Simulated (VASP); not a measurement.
Here is a VASP 6.6.1 calculation.

Contents of INCAR:

```
SYSTEM = C
ALGO = Normal ; EDIFF = 1E-6
ENCUT = 520 ; GGA = PE
ISIF = 2 ; ISMEAR = 0
LASPH = .True. ; LCHARG = .True.
LELF = .True. ; LREAL = .False.
LVHAR = .True. ; LWAVE = .False.
NBANDS = 11 ; NELM = 100
PREC = Accurate ; SIGMA = 0.05
```

File KPOINTS:

```
k-points
0
Gamma
  12 12 12
  0 0 0
```

File POSCAR:

```
C
1.0
    0.0000000000      1.7293174649      1.9044973241
    1.7293174649      0.0000000000      1.9044973241
    1.7293174649      1.7293174649      0.0000000000
C
2
Direct
    0.5000000000      0.5000000000      0.5000000000
    0.7500000000      0.7500000000      0.7500000000
```

Potentials or basis: VASP PAW PBE potentials, release 64 (C).

The run is started by

```sh
$ cat potpaw_PBE.64/C/POTCAR > POTCAR
$ mpirun -np 1 vasp_std > vasp.out
```

(1) Predict the band gap on the k mesh.

(2) Predict the pressure.

Results:

(1) 2.94 eV, indirect (least direct gap 4.73 eV).

(2) 0.9 GPa.
